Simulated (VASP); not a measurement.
Wanted: the native input for a VASP 6.6.1 run.

| Property | Result |
| --- | --- |
| Task | single point |
| Functional | r2SCAN |
| Potentials or basis | VASP PAW PBE potentials, release 64 (Lu, Se) |
| Cutoff | 520 eV |
| k mesh | 14 × 14 × 14 |
| Occupations | gaussian, width 0.1 eV |
| Spin | no spin polarisation |
| Dipole correction | no |
| Further INCAR settings | ALGO = Normal; EDIFF = 1e-07; NBANDS = 22 |

Crystal: LuSe.

```xyz
2
Lattice="0.0000 2.7750 2.7750 2.7750 0.0000 2.7750 2.7750 2.7750 0.0000" Properties=species:S:1:pos:R:3 pbc="T T T"
Lu    0.0000    0.0000    0.0000
Se    2.7750    2.7750    2.7750
```

This cell differs from its parent crystal: volume scaled by 0.97.

These files were run (other wordings do the same):

POSCAR

```
LuSe
1.0
    0.0000000000      2.7749530997      2.7749530997
    2.7749530997      0.0000000000      2.7749530997
    2.7749530997      2.7749530997      0.0000000000
Lu Se
1 1
Direct
    0.0000000000      0.0000000000      0.0000000000
    0.5000000000      0.5000000000      0.5000000000
```

INCAR.step1

```
PREC = Accurate ; ENCUT = 520
ISMEAR = 0 ; SIGMA = 0.1
LREAL = F ; LASPH = T
NELM = 100 ; NBANDS = 22
GGA = PE ; ALGO = Normal
EDIFF = 1E-4 ; LWAVE = T
LCHARG = F
```

INCAR.step2

```
PREC = Accurate ; ENCUT = 520
EDIFF = 1E-7 ; ISMEAR = 0
SIGMA = 0.1 ; LREAL = F
LASPH = T ; NELM = 100
ALGO = Normal ; ISIF = 2
LWAVE = F ; LCHARG = F
METAGGA = R2SCAN ; LMIXTAU = T
NBANDS = 22 ; ISTART = 1
```

KPOINTS

```
Automatic mesh
0
Gamma
  14 14 14
```

Potentials or basis: VASP PAW PBE potentials, release 64 (Lu, Se).

Command:

```bash
$ cat potpaw_PBE.64/Lu/POTCAR potpaw_PBE.64/Se/POTCAR > POTCAR
$ cp INCAR.step1 INCAR
$ mpirun -np 1 vasp_std > vasp.out
$ cp INCAR.step2 INCAR
$ mpirun -np 1 vasp_std > vasp.out
```

It gave:

```yaml
Pressure: 3.5 GPa
```

Caveat: the PAW data sets were made with another functional, which shifts forces and pressure a little.

Wall time 8.1 min on 1 thread of Intel(R) Xeon(R) Platinum 8488C (Sapphire Rapids), with other jobs on the host, peak memory 0.26 GiB.
